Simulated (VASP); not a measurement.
## GaCo: single point with r2SCAN+U

The system is GaCo.

```
Ga Co
1.0
     2.93445    0.00000    0.00000
     0.00000    2.93445    0.00000
     0.00000    0.00000    2.93445
Ga Co
1 1
Direct
  0.50000 0.50000 0.50000
  0.00000 0.00000 0.00000
```

| Item | Value |
| --- | --- |
| Program | VASP 6.6.1 |
| Task | single point |
| Functional | r2SCAN |
| Potentials or basis | VASP PAW PBE potentials, release 64 (Ga_d, Co) |
| Cutoff | 520 eV |
| k mesh | 9 × 9 × 9 |
| Occupations | tetrahedron |
| Spin | collinear spin, ferromagnetic start |
| Starting moments | [0.0, 2.0] μB |
| Hubbard terms | Co d U = 6.2 eV |
| Dipole correction | no |
| Further INCAR settings | ALGO = Normal; EDIFF = 1e-07; NBANDS = 22 |

```
Pressure                                              : 13.7 GPa
Band gap on the k mesh                                : zero (filled and empty bands overlap)
Net moment                                            : 1.97 μB per cell
Site moments                                          : Ga -0.02; Co +1.99 μB
Valence electrons inside the program's atomic spheres : Ga 11.76; Co 8.35
```

Levels at points of the mesh, in eV from the Fermi level:
Spin up:
| k point | band 8 | band 9 | band 10 | band 11 | band 12 | band 13 | band 14 | band 15 | band 16 | band 17 |
| --- | --- | --- | --- | --- | --- | --- | --- | --- | --- | --- |
| (0.00, 0.00, 0.00) | -7.59 | -4.98 | -4.98 | -4.98 | 4.15 | 4.15 | 4.15 | 8.35 | 8.35 | 10.94 |
Spin down:
| k point | band 7 | band 8 | band 9 | band 10 | band 11 | band 12 | band 13 | band 14 |
| --- | --- | --- | --- | --- | --- | --- | --- | --- |
| (0.00, 0.00, 0.00) | -3.69 | -3.69 | -3.69 | 1.13 | 1.13 | 4.16 | 4.16 | 4.16 |

Eigenvalues of the final occupation matrices:
```csv
site,spin,trace,eigenvalues
site 2 d,1,4.72,0.93 0.93 0.93 0.96 0.96
site 2 d,2,2.77,0.04 0.04 0.90 0.90 0.90
```

It took 110 s on 1 thread of AMD EPYC 9R45 96-Core Processor (Zen 5), with other jobs on the host, peak memory 0.15 GiB.

Caveat: the PAW data sets were made with another functional, which shifts forces and pressure a little; the U is typed as a test and isn't derived for this compound; tetrahedron occupations give inexact forces and stress in metals. The state reached can hang on the start; a lower one may exist.
